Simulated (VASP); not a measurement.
# Ge3N4 (P6_3/m) in VASP: further runs

Ge3N4 is run at these levels: r2SCAN, PBE; tasks: single point.

Everything below comes from runs of VASP 6.6.1. Logs are shortened: lines on timing, memory, paths and dates and some standing lists are left out, and cuts for length are marked.

## 1. The cell of the first run

It takes space group P6_3/m (No. 176, hexagonal). Conventional cell: a = 8.044 Å, b = 8.044 Å, c = 3.080 Å, α = 90.00°, β = 90.00°, γ = 120.00°. Within 2.4 Å of Ge (site symmetry m) lie 4 N at 1.83 to 1.84 Å. Within 2.4 Å of N (site symmetry -6) lie 3 Ge at 1.83 Å. Within 2.4 Å of N (site symmetry m) lie 3 Ge at 1.84 Å.

## 2. Single point, r2SCAN

Contents of POSCAR:

```
Ge3N4
1.0
    8.0439263457      0.0000000000      0.0000000000
   -4.0219631729      6.9662445615      0.0000000000
    0.0000000000      0.0000000000      3.0800564272
Ge N
6 8
Direct
    0.2349386899      0.8286386337      0.7500000000
    0.4063000562      0.2349386899      0.2500000000
    0.8286386337      0.5936999438      0.2500000000
    0.1713613663      0.4063000562      0.7500000000
    0.5936999438      0.7650613101      0.7500000000
    0.7650613101      0.1713613663      0.2500000000
    0.3333333333      0.6666666667      0.7500000000
    0.6666666667      0.3333333333      0.2500000000
    0.9722062992      0.6693907671      0.7500000000
    0.3028155321      0.9722062992      0.2500000000
    0.6693907671      0.6971844679      0.2500000000
    0.3306092329      0.3028155321      0.7500000000
    0.0277937008      0.3306092329      0.2500000000
    0.6971844679      0.0277937008      0.7500000000
```

Contents of INCAR.step1:

```
SYSTEM = Ge3N4
PREC = Accurate
ENCUT = 660
ISMEAR = 0
SIGMA = 0.01
LREAL = .FALSE.
LASPH = .TRUE.
NELM = 120
NBANDS = 75
GGA = PE
ALGO = Normal
EDIFF = 1E-5
LWAVE = .TRUE.
LCHARG = .FALSE.
GGA_COMPAT = .FALSE.
KPAR = 4
```

Contents of INCAR.step2:

```
SYSTEM = Ge3N4
PREC = Accurate
ENCUT = 660
EDIFF = 1E-6
ISMEAR = 0
SIGMA = 0.01
LREAL = .FALSE.
LASPH = .TRUE.
NELM = 120
ALGO = Normal
ISIF = 2
LWAVE = .FALSE.
LCHARG = .TRUE.
METAGGA = R2SCAN
LMIXTAU = .TRUE.
LVHAR = .TRUE.
NBANDS = 75
ISTART = 1
GGA_COMPAT = .FALSE.
KPAR = 4
```

Contents of KPOINTS:

```
regular mesh
0
G
  6 6 8
  0 0 0
```

Potentials or basis: VASP PAW PBE potentials, release 64 (Ge_d, N).

Started as:

```bash
$ cat potpaw_PBE.64/Ge_d/POTCAR potpaw_PBE.64/N/POTCAR > POTCAR
$ cp INCAR.step1 INCAR
$ mpirun -np 4 vasp_std > vasp.out
$ cp INCAR.step2 INCAR
$ mpirun -np 4 vasp_std > vasp.out
```

OUTCAR:

```text
SYSTEM = Ge3N4
   PREC = Accurate
   ENCUT = 660
   EDIFF = 1E-6
   ISMEAR = 0
   LREAL = .FALSE.
   LASPH = .TRUE.
   NELM = 120
   ISIF = 2
   METAGGA = R2SCAN
   ISTART = 1

 ion  position               nearest neighbor table
   1  0.235  0.829  0.750-   7 1.83  10 1.84  10 1.84   9 1.84
   2  0.406  0.235  0.250-   8 1.83  12 1.84  12 1.84  10 1.84
   3  0.829  0.594  0.250-   8 1.83   9 1.84   9 1.84  11 1.84
   4  0.171  0.406  0.750-   7 1.83  13 1.84  13 1.84  12 1.84
   5  0.594  0.765  0.750-   7 1.83  11 1.84  11 1.84  14 1.84
   6  0.765  0.171  0.250-   8 1.83  14 1.84  14 1.84  13 1.84
   7  0.333  0.667  0.750-   1 1.83   4 1.83   5 1.83
   8  0.667  0.333  0.250-   6 1.83   3 1.83   2 1.83
   9  0.972  0.669  0.750-   3 1.84   3 1.84   1 1.84
  10  0.303  0.972  0.250-   1 1.84   1 1.84   2 1.84
  11  0.669  0.697  0.250-   5 1.84   5 1.84   3 1.84
  12  0.331  0.303  0.750-   2 1.84   2 1.84   4 1.84
  13  0.028  0.331  0.250-   4 1.84   4 1.84   6 1.84
  14  0.697  0.028  0.750-   6 1.84   6 1.84   5 1.84

  LATTYP: Found a hexagonal cell.
 ALAT       =     8.0439263457
 C/A-ratio  =     0.3829046034

  Lattice vectors:

 A1 = (   8.0439263457,   0.0000000000,   0.0000000000)
 A2 = (  -4.0219631729,   6.9662445615,   0.0000000000)
 A3 = (   0.0000000000,   0.0000000000,   3.0800564272)

Analysis of symmetry for initial positions (statically):
=====================================================================
 Subroutine PRICEL returns:
 Original cell was already a primitive cell.

 Routine SETGRP: Setting up the symmetry group for a
 hexagonal supercell.

 Subroutine GETGRP returns: Found 12 space group operations
 (whereof  6 operations were pure point group operations)
 out of a pool of 24 trial point group operations.

The static configuration has the point symmetry S_6 .
 The point group associated with its full space group is C_6h.

Analysis of symmetry for dynamics (positions and initial velocities):
=====================================================================
 Subroutine PRICEL returns:
 Original cell was already a primitive cell.

 Routine SETGRP: Setting up the symmetry group for a
 hexagonal supercell.

 Subroutine GETGRP returns: Found 12 space group operations
 (whereof  6 operations were pure point group operations)
 out of a pool of 24 trial point group operations.

The dynamic configuration has the point symmetry S_6 .
 The point group associated with its full space group is C_6h.

 Subroutine INISYM returns: Found 12 space group operations
 (whereof  6 operations are pure point group operations),
 and found     1 'primitive' translations

----------------------------------------------------------------------------------------

                                     Primitive cell

  volume of cell :     172.5939

  direct lattice vectors                    reciprocal lattice vectors
     8.043926346  0.000000000  0.000000000     0.124317399  0.071774684  0.000000000
    -4.021963173  6.966244561  0.000000000     0.000000000  0.143549367  0.000000000
     0.000000000  0.000000000  3.080056427     0.000000000  0.000000000  0.324669377

  length of vectors
     8.043926346  8.043926346  3.080056427     0.143549367  0.143549367  0.324669377

  position of ions in fractional coordinates (direct lattice)
     0.234938690  0.828638634  0.750000000
     0.406300056  0.234938690  0.250000000
     0.828638634  0.593699944  0.250000000
     0.171361366  0.406300056  0.750000000
     0.593699944  0.765061310  0.750000000
     0.765061310  0.171361366  0.250000000
     0.333333333  0.666666667  0.750000000
     0.666666667  0.333333333  0.250000000
     0.972206299  0.669390767  0.750000000
     0.302815532  0.972206299  0.250000000
     0.669390767  0.697184468  0.250000000
     0.330609233  0.302815532  0.750000000
     0.027793701  0.330609233  0.250000000
     0.697184468  0.027793701  0.750000000

  ion indices of the primitive-cell ions
   primitive index   ion index
                 1           1
                 2           2
                 3           3
                 4           4
                 5           5
                 6           6
                 7           7
                 8           8
                 9           9
                10          10
                11          11
                12          12
                13          13
                14          14

----------------------------------------------------------------------------------------

 KPOINTS: regular mesh

Automatic generation of k-mesh.
 Grid dimensions read from file:
 generate k-points for:    6    6    8

 Generating k-lattice:

  Cartesian coordinates                     Fractional coordinates (reciprocal lattice)
     0.020719566  0.011962447  0.000000000     0.166666667  0.000000000  0.000000000
     0.000000000  0.023924895  0.000000000     0.000000000  0.166666667  0.000000000
     0.000000000  0.000000000  0.040583672     0.000000000  0.000000000  0.125000000

  Length of vectors
     0.023924895  0.023924895  0.040583672

  Shift w.r.t. Gamma in fractional coordinates (k-lattice)
     0.000000000  0.000000000  0.000000000

 Subroutine IBZKPT returns following result:
 ===========================================

 Found     40 irreducible k-points:

 Following reciprocal coordinates:
            Coordinates               Weight
  0.000000  0.000000  0.000000      1.000000
  0.166667 -0.000000  0.000000      6.000000
  0.333333 -0.000000  0.000000      6.000000
  0.500000 -0.000000  0.000000      3.000000
  0.166667  0.166667  0.000000      6.000000
  0.333333  0.166667  0.000000      6.000000
[... 16 lines left out ...]
 -0.333333  0.500000 -0.250000     12.000000
  0.333333  0.333333  0.250000      4.000000
 [... further k-points ...]
   k-points           NKPTS =     40   k-points in BZ     NKDIM =     40   number of bands    NBANDS=     75
   number of dos      NEDOS =    301   number of ions     NIONS =     14
   total plane-waves  NPLWV = 137200
   dimension x,y,z NGX =    70 NGY =   70 NGZ =   28
   dimension x,y,z NGXF=   140 NGYF=  140 NGZF=   56
   ions per type =               6   8
   NGX,Y,Z   is equivalent  to a cutoff of  14.47, 14.47, 15.11 a.u.
   NGXF,Y,Z  is equivalent  to a cutoff of  28.93, 28.93, 30.23 a.u.
 SYSTEM =  Ge3N4
   PREC   = accura    normal or accurate (medium, high low for compatibility)
   ISTART =      1    job   : 0-new  1-cont  2-samecut
   ICHARG =      0    charge: 1-file 2-atom 10-const
   ISPIN  =      1    spin polarized calculation?
   LNONCOLLINEAR =      F non collinear calculations
   LSORBIT =      F    spin-orbit coupling
   LASPH  =      T    aspherical Exc in radial PAW
   ENCUT  =  660.0 eV  48.51 Ry    6.96 a.u.  16.85 16.85  6.45*2*pi/ulx,y,z
   NELM   =    120;   NELMIN=  2; NELMDL=  0     # of ELM steps
   EDIFF  = 0.1E-05   stopping-criterion for ELM
   LREAL  =      F    real-space projection
[... 7 lines left out ...]
   TEBEG  =    0.0;   TEEND  =   0.0 temperature during run
   PSTRESS=    0.0 pullay stress
   NELECT =     124.0000    total number of electrons
   NUPDOWN=      -1.0000    fix difference up-down
   EMIN   =  10.00;   EMAX   =-10.00  energy-range for DOS
   EFERMI =   0.00;   METHOD = LEGACY
   ISMEAR =     0;   SIGMA  =   0.01  broadening in eV -4-tet -1-fermi 0-gaus
   EFERMI_NEDOS =   21; number of points for ismear=-14 and -15
   IALGO  =     38    algorithm
   IMIX   =      4    mixing-type and parameters
     AMIX     =   0.40;   BMIX     =  1.00
     AMIX_MAG =   1.60;   BMIX_MAG =  1.00
  volume/ion in A,a.u.               =      12.33        83.19
  Fermi-wavevector in a.u.,A,eV,Ry     =   1.466246  2.770804 29.250865  2.149878
  Thomas-Fermi vector in A             =   2.582007
   LORBIT       =      0    0 simple, 1 ext, 2 COOP (PROOUT), +10 PAW based schemes
   METAGGA = R2SCAN    functional components
   LHFCALC =     F    Hartree Fock is set to
   AEXX    =    0.0000 exact exchange contribution
   IVDW    =     0    specifies the selected vdW correction
   LEPSILON=     F    determine dielectric tensor
   LRPA    =     F    only Hartree local field effects (RPA)
 non-spin polarized calculation
 Gauss-broadening in eV      SIGMA  =   0.01
  energy-cutoff  :      660.00
  volume of cell :      172.59
 maximum number of plane-waves:      6678
 NGX is ok and might be reduce to    70
   NGX = 33   NGY = 33   NGZ = 13

 number of electron     123.9999972 magnetization

 Free energy of the ion-electron system (eV)
  ---------------------------------------------------
  ext. energy  EPLUGINS =         0.00000000
  ---------------------------------------------------
  free energy    TOTEN  =      -158.95037504 eV

  energy without entropy =     -158.95037504  energy(sigma->0) =     -158.95037504

 E-fermi :   4.8412     XC(G=0): -11.7721

 val. band max:        4.7981364949   @ k =   0.0000   0.0000   0.0000
 cond. band min:       7.4380499615   @ k =   0.0000   0.0000   0.0000
 fundamental gap:      2.6399134667
 Fermi energy:         4.8412478476

 k-point     1 :       0.0000    0.0000    0.0000
  band No.  band energies     occupation
      1     -20.3391      2.00000
      2     -20.3087      2.00000
      3     -20.3081      2.00000
      4     -20.3081      2.00000
      5     -20.2591      2.00000
      6     -20.2580      2.00000
[... 66 lines left out ...]
     73      13.1676      0.00000
     74      13.7856      0.00000

 k-point     2 :       0.1667   -0.0000    0.0000
  band No.  band energies     occupation
      1     -20.3379      2.00000
      2     -20.3120      2.00000
      3     -20.3081      2.00000
      4     -20.3080      2.00000
      5     -20.2592      2.00000
      6     -20.2590      2.00000
[... 66 lines left out ...]
     73      13.0833      0.00000
     74      13.7353      0.00000

 k-point     3 :       0.3333   -0.0000    0.0000
  band No.  band energies     occupation
      1     -20.3343      2.00000
      2     -20.3194      2.00000
      3     -20.3079      2.00000
      4     -20.3072      2.00000
      5     -20.2611      2.00000
      6     -20.2601      2.00000
[... 1606 lines left out ...]
     73      12.8392      0.00000
     74      13.0269      0.00000

 k-point    24 :       0.3333    0.3333    0.2500
  band No.  band energies     occupation
      1     -20.3043      2.00000
      2     -20.2982      2.00000
      3     -20.2982      2.00000
      4     -20.2774      2.00000
      5     -20.2774      2.00000
      6     -20.2437      2.00000
[... 66 lines left out ...]
     73      12.9529      0.00000
     74      12.9529      0.00000

 [... further k-points ...]

 [bands above 74 left out]

------------------------ aborting loop because EDIFF is reached ----------------------------------------

  FORCE on cell =-STRESS in cart. coord.  units (eV):
  Direction    XX          YY          ZZ          XY          YZ          ZX
  --------------------------------------------------------------------------------------
  -------------------------------------------------------------------------------------
  Total        0.6799212      0.6799212      0.7427334     -0.0000212      0.0000000      0.0000000
  in kB        6.3116615      6.3116615      6.8947429     -0.0001966      0.0000000      0.0000000
  external PRESSURE =       6.5060220 kB  Pullay stress =       0.0000000 kB

 VOLUME and BASIS-vectors are now :
 -----------------------------------------------------------------------------
  energy-cutoff  :      660.00
  volume of cell :      172.59
      direct lattice vectors                 reciprocal lattice vectors
     8.043926346  0.000000000  0.000000000     0.124317399  0.071774684  0.000000000
    -4.021963173  6.966244561  0.000000000     0.000000000  0.143549367  0.000000000
     0.000000000  0.000000000  3.080056427     0.000000000  0.000000000  0.324669377

 POSITION                                       TOTAL-FORCE (eV/Angst)
 -----------------------------------------------------------------------------------
     -1.44292      5.77250      2.31004         0.006864      0.003541     -0.000000
      2.32333      1.63664      0.77001         0.000365      0.007715     -0.000000
      4.27767      4.13586      0.77001         0.006499     -0.004174     -0.000000
     -0.25571      2.83039      2.31004        -0.006499      0.004174     -0.000000
      1.69863      5.32960      2.31004        -0.000365     -0.007715     -0.000000
      5.46489      1.19375      0.77001        -0.006864     -0.003541     -0.000000
     -0.00000      4.64416      2.31004        -0.000000     -0.000000      0.000000
      4.02196      2.32208      0.77001        -0.000000     -0.000000      0.000000
      5.12809      4.66314      2.31004         0.006592      0.002603      0.000000
     -1.47435      6.77263      0.77001         0.001042      0.007010     -0.000000
      2.58048      4.85676      0.77001         0.005550     -0.004407     -0.000000
      1.44148      2.10949      2.31004        -0.005550      0.004407     -0.000000
     -1.10613      2.30310      0.77001        -0.006592     -0.002603     -0.000000
      5.49632      0.19362      2.31004        -0.001042     -0.007010      0.000000
 -----------------------------------------------------------------------------------
    total drift:                                0.000000      0.000000     -0.000000

  FREE ENERGIE OF THE ION-ELECTRON SYSTEM (eV)
  ---------------------------------------------------
  free  energy   TOTEN  =      -158.9503750368 eV

  energy  without entropy=     -158.9503750368  energy(sigma->0) =     -158.95037504
```

It took 21 min on 4 MPI ranks of Oxide Virtual Turin-like, shared host; peak memory 0.72 GiB.

Results:

- Free energy: -158.9504 eV
- Pressure: 0.7 GPa
- Largest force: 0.008 eV/Å
- Band gap on the k mesh: 2.64 eV

Forces in eV/Å, atoms in the order of the input:
```
Ge   0.007  0.004  0.000
Ge   0.000  0.008  0.000
Ge   0.006 -0.004  0.000
Ge  -0.006  0.004  0.000
Ge   0.000 -0.008  0.000
Ge  -0.007 -0.004  0.000
N    0.000  0.000  0.000
N    0.000  0.000  0.000
N    0.007  0.003  0.000
N    0.001  0.007  0.000
N    0.006 -0.004  0.000
N   -0.006  0.004  0.000
N   -0.007 -0.003  0.000
N   -0.001 -0.007  0.000
```

Caveat: the PAW data sets were made with another functional, which shifts forces and pressure a little. A k mesh can miss the band edges.

## 3. Single point, PBE

Contents of INCAR:

```
SYSTEM = Ge3N4
PREC = Accurate
ENCUT = 600
EDIFF = 1E-6
ISMEAR = -1
SIGMA = 0.02
LREAL = .False.
LASPH = .True.
NELM = 120
ALGO = Normal
ISIF = 2
LWAVE = .False.
LCHARG = .False.
GGA = PE
NBANDS = 75
GGA_COMPAT = .False.
```

Contents of KPOINTS:

```
regular mesh
0
Gamma
  6 6 8
  0 0 0
```

POSCAR is that of step 2.

Potentials or basis: VASP PAW PBE potentials, release 64 (Ge_d, N).

Started as:

```bash
$ cat potpaw_PBE.64/Ge_d/POTCAR potpaw_PBE.64/N/POTCAR > POTCAR
$ mpirun -np 1 vasp_std > vasp.out
```

It took 29 min on 1 thread of Oxide Virtual Turin-like, shared host; peak memory 0.58 GiB.

Results (log left out):

```yaml
Free_energy: -94.1933 eV
Pressure: 5.7 GPa
Largest_force: 0.059 eV/Å
Band_gap_on_the_k_mesh: 2.20 eV
```

Forces in eV/Å, atoms in the order of the input:
```
Ge   0.004  0.058  0.000
Ge  -0.048  0.033  0.000
Ge   0.053  0.026  0.000
Ge  -0.053 -0.026  0.000
Ge   0.048 -0.033  0.000
Ge  -0.004 -0.058  0.000
N    0.000  0.000  0.000
N    0.000  0.000  0.000
N    0.034  0.010  0.000
N    0.008  0.034  0.000
N    0.026 -0.024  0.000
N   -0.026  0.024  0.000
N   -0.034 -0.010  0.000
N   -0.008 -0.034  0.000
```

Stress tensor (GPa, compression positive):
```
5.50 0.00 0.00
0.00 5.50 0.00
0.00 0.00 6.00
```

Levels at points of the mesh, in eV from the valence-band top:
```
           k point  band 58  band 59  band 60  band 61  band 62  band 63  band 64  band 65  band 66  band 67
(0.00, 0.00, 0.00)    -0.87    -0.87    -0.46    -0.23     0.00     2.20     3.53     3.53     3.72     3.97
(0.50, 0.00, 0.00)    -1.20    -1.09    -0.52    -0.11    -0.05     3.28     3.52     3.91     3.97     4.14
(0.00, 0.00, 0.50)    -1.22    -1.22    -1.22    -1.21    -1.21     4.38     4.38     4.38     4.38     5.97
(0.50, 0.00, 0.50)    -1.50    -1.15    -1.15    -0.89    -0.89     3.93     3.93     5.07     5.07     6.05
```

Caveat: the cell stands under pressure. A k mesh can miss the band edges.
